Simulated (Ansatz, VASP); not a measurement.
Two plane-wave programs on LiTiH6O2F6

```
Li Ti H O F
1.0
     5.67021    0.00000    0.00000
    -2.83511    4.91055    0.00000
     0.00000    0.00000    5.97823
Li Ti H O F
1 1 6 2 6
Direct
  0.00000 0.00000 0.31020
  0.33333 0.66667 0.99608
  0.16901 0.98787 0.71981
  0.81886 0.83099 0.71981
  0.84831 0.35014 0.27314
  0.01213 0.18114 0.71981
  0.64986 0.49817 0.27314
  0.50183 0.15169 0.27314
  0.00000 0.00000 0.65792
  0.66667 0.33333 0.32193
  0.03262 0.41777 0.80296
  0.38515 0.96738 0.80296
  0.24994 0.89654 0.21636
  0.58223 0.61485 0.80296
  0.10346 0.35340 0.21636
  0.64660 0.75006 0.21636
```

Alike in both runs: task electric field gradients; functional PBE; k mesh 4 × 4 × 4; occupations fermi-dirac, width 0.02 eV; collinear spin.

|  | VASP | Ansatz |
| --- | --- | --- |
| version | VASP 6.6.1 | Ansatz 0.2.0 |
| potentials or method | VASP PAW PBE potentials, release 64 (Li_sv, Ti_sv, H, O, F) | plane-wave PAW, scalar-relativistic |
| plane-wave cutoff (eV) | 520 | 420 |
| valence electrons in the cell | 75 | 75 |

```csv
,VASP,Ansatz,Ansatz less VASP
rms of the force components (eV/Å),0.028,0.046,+0.0181
net moment per atom (μB),0.06,0.06,0.000
size of the moment on the site where the two differ most (μB),0.89,0.70,-0.189
size of Vzz on the site where it differs most (V/Å²),109.8,131.0,+21.17
```

Site moments also hang on the region over which each program counts them. Atom by atom the forces differ by 0.030 eV/Å (rms over components).

Noted on VASP's run: the cutoff is short for stress, so the pressure is rough.
